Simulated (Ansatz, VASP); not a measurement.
Two plane-wave programs on Ti3Ge8Mo

```
Ti Ge Mo
1.0
     2.52781   -4.30958    0.00000
     2.52781    4.30958    0.00000
     0.00000    0.00000    8.79971
Ti Ge Mo
3 8 1
Direct
  0.00000 0.50000 0.75069
  0.50000 0.00000 0.24931
  0.00000 0.00000 0.50000
  0.16237 0.33137 0.24912
  0.66863 0.83763 0.75088
  0.33246 0.66754 0.50000
  0.83067 0.16933 0.00000
  0.66754 0.33246 0.50000
  0.16933 0.83067 0.00000
  0.83763 0.66863 0.24912
  0.33137 0.16237 0.75088
  0.50000 0.50000 0.00000
```

Alike in both runs: functional PBE; k mesh 4 × 4 × 2; occupations gaussian, width 0.1 eV; no spin polarisation.

Ansatz relaxed the structure, and its values are those at the end. VASP's run is a single point on that final structure, the one shown.

|  | VASP | Ansatz |
| --- | --- | --- |
| version | VASP 6.6.1 | Ansatz 0.2.0 |
| potentials or method | VASP PAW PBE potentials, release 64 (Ti_sv, Ge_d, Mo_sv), cutoff 520 eV | scalar-relativistic, plane waves, PAW |
| valence electrons in the cell | 162 | 162 |

|  | VASP | Ansatz | Ansatz less VASP |
| --- | --- | --- | --- |
| gap on the k mesh at the Fermi level (eV) | none | none | - |
| pressure (GPa) | 0.1 | 0.0 | -0.17 |
| rms of the force components (eV/Å) | 0.006 | 0.006 | +0.0001 |

A gap of «none» marks a metal or a gap that the smearing closes. With one functional, cell and mesh, what is left measures potentials, basis and numerics.

The k mesh is coarse, so the values compare programs but aren't converged.
